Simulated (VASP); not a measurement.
Set up this calculation in VASP 6.6.1, as the native input.

| Property | Result |
| --- | --- |
| Task | single point |
| Functional | r2SCAN |
| Potentials or basis | VASP PAW PBE potentials, release 64 (Li_sv, H) |
| Cutoff | 520 eV |
| k mesh | 10 × 10 × 10 |
| Occupations | gaussian, width 0.01 eV |
| Spin | no spin polarisation |
| Dipole correction | no |
| Further INCAR settings | ALGO = Normal; EDIFF = 1e-07; NBANDS = 9 |

Crystal: LiH.

```
CELL_PARAMETERS angstrom
0.00000 1.99847 1.99847
1.99847 0.00000 1.99847
1.99847 1.99847 0.00000
ATOMIC_POSITIONS crystal
Li 0.00000 0.00000 0.00000
H 0.50000 0.50000 0.50000
```

These files were run (other wordings do the same):

POSCAR

```
LiH
1.0
    0.0000000000      1.9984726952      1.9984726952
    1.9984726952      0.0000000000      1.9984726952
    1.9984726952      1.9984726952      0.0000000000
Li H
1 1
Direct
    0.0000000000      0.0000000000      0.0000000000
    0.5000000000      0.5000000000      0.5000000000
```

INCAR.step1

```
  ALGO = Normal
  EDIFF = 1E-4
  ENCUT = 520
  GGA = PE
  ISMEAR = 0
  LASPH = T
  LCHARG = F
  LREAL = F
  LWAVE = T
  NBANDS = 9
  NELM = 80
  PREC = Accurate
  SIGMA = 0.01
```

INCAR.step2

```
  ALGO = Normal
  EDIFF = 1E-7
  ENCUT = 520
  ISIF = 2
  ISMEAR = 0
  ISTART = 1
  LASPH = T
  LCHARG = F
  LMIXTAU = T
  LREAL = F
  LWAVE = F
  METAGGA = R2SCAN
  NBANDS = 9
  NELM = 80
  PREC = Accurate
  SIGMA = 0.01
```

KPOINTS

```
k-points
0
Gamma
  10 10 10
```

Potentials or basis: VASP PAW PBE potentials, release 64 (Li_sv, H).

The run is started by

```bash
$ cat potpaw_PBE.64/Li_sv/POTCAR potpaw_PBE.64/H/POTCAR > POTCAR
$ cp INCAR.step1 INCAR
$ mpirun -np 1 vasp_std > vasp.out
$ cp INCAR.step2 INCAR
$ mpirun -np 1 vasp_std > vasp.out
```

It gave:

```
Band gap on the k mesh : 3.58 eV, direct
```

Wall time 99 s on 1 thread of AMD EPYC 7R13 (shared host), peak memory 0.11 GiB.
